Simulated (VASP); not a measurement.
Input of a VASP 6.6.1 run:

The input POSCAR:

```
Zr
1.0
    3.1660223034      0.0000000000      0.0000000000
   -1.5830111517      2.7418557436      0.0000000000
    0.0000000000      0.0000000000      5.0419297016
Zr
2
Direct
    0.6666666667      0.3333333333      0.7500000000
    0.3333333333      0.6666666667      0.2500000000
```

INCAR.step1

```
SYSTEM = Zr
PREC     = Accurate       ! precision mode
ENCUT    = 550            ! plane-wave cutoff, eV
ISMEAR   = -1             ! smearing method
SIGMA    = 0.05           ! smearing width, eV
LREAL    = .FALSE.        ! projectors in reciprocal space
LASPH    = .TRUE.         ! aspherical terms in the spheres
NELM     = 120            ! most SCF steps
NBANDS   = 19             ! bands
GGA      = PE             ! functional
ALGO     = Normal         ! electronic algorithm
EDIFF    = 1E-5           ! SCF threshold, eV
LWAVE    = .TRUE.         ! write WAVECAR
LCHARG   = .FALSE.        ! write CHGCAR
GGA_COMPAT= .FALSE.
```

INCAR.step2

```
SYSTEM = Zr
PREC     = Accurate       ! precision mode
ENCUT    = 550            ! plane-wave cutoff, eV
EDIFF    = 1E-6           ! SCF threshold, eV
ISMEAR   = -1             ! smearing method
SIGMA    = 0.05           ! smearing width, eV
LREAL    = .FALSE.        ! projectors in reciprocal space
LASPH    = .TRUE.         ! aspherical terms in the spheres
NELM     = 120            ! most SCF steps
ALGO     = Normal         ! electronic algorithm
ISIF     = 2              ! what is computed and relaxed
LWAVE    = .FALSE.        ! write WAVECAR
LCHARG   = .FALSE.        ! write CHGCAR
METAGGA  = R2SCAN         ! meta-GGA
LMIXTAU  = .TRUE.       
NBANDS   = 19             ! bands
ISTART   = 1            
GGA_COMPAT= .FALSE.
```

File KPOINTS:

```
regular mesh
0
G
  9 9 5
  0 0 0
```

Potentials or basis: VASP PAW PBE potentials, release 64 (Zr_sv).

The run is started by

```bash
$ cat potpaw_PBE.64/Zr_sv/POTCAR > POTCAR
$ cp INCAR.step1 INCAR
$ mpirun -np 1 vasp_std > vasp.out
$ cp INCAR.step2 INCAR
$ mpirun -np 1 vasp_std > vasp.out
```

Predict the band gap on the k mesh.

zero (bands 12 and 13 overlap by 1.28 eV).

Predict the pressure.

7.6 GPa.

Stress tensor (GPa, compression positive):
```
7.37 0.00 0.00
0.00 7.37 0.00
0.00 0.00 8.11
```

Caveat: the cell stands under pressure; the PAW data sets were made with another functional, which shifts forces and pressure a little.
